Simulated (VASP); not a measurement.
Wanted: the native input for a VASP 6.6.1 run.

| Item | Value |
| --- | --- |
| Task | single point |
| Functional | PBEsol |
| Potentials or basis | VASP PAW PBE potentials, release 64 (Ti_sv) |
| Cutoff | 520 eV |
| k mesh | 24 × 24 × 12 |
| Occupations | gaussian, width 0.15 eV |
| Spin | no spin polarisation |
| Dipole correction | no |
| Further INCAR settings | ALGO = Fast; EDIFF = 1e-06; NBANDS = 19 |

The structure of Ti lies in POSCAR:

```
Ti
1.0
    2.7760542717      0.0000000000      0.0000000000
   -1.3880271359      2.4041335216      0.0000000000
    0.0000000000      0.0000000000      5.2916337976
Ti
2
Direct
    0.3333333333      0.6666666667      0.2500000000
    0.6666666667      0.3333333333      0.7500000000
```

This cell differs from its parent crystal: ratio of the length along z to the lengths across it x 1.2, volume and fractional coordinates fixed.

The input as run:

INCAR

```
SYSTEM = Ti
PREC = Accurate
ENCUT = 520
EDIFF = 1E-6
ISMEAR = 0
SIGMA = 0.15
LREAL = .FALSE.
LASPH = .TRUE.
NELM = 80
ALGO = Fast
ISIF = 2
LWAVE = .FALSE.
LCHARG = .FALSE.
GGA = PS
NBANDS = 19
```

KPOINTS

```
Automatic mesh
0
G
  24 24 12
  0 0 0
```

Potentials or basis: VASP PAW PBE potentials, release 64 (Ti_sv).

Launch:

```bash
$ cat potpaw_PBE.64/Ti_sv/POTCAR > POTCAR
$ mpirun -np 1 vasp_std > vasp.out
```

Results of the run:

| Item | Value |
| --- | --- |
| Pressure | -6.0 GPa |
| Band gap on the k mesh | zero (bands 12 and 13 overlap by 0.31 eV) |

Caveat: the stress differs along the axes, from -15 to -1 GPa; the PAW data sets were made with another functional, which shifts forces and pressure a little.

Run time: 21 min on 1 thread of Intel Xeon 8259CL (shared host), peak memory 0.35 GiB.
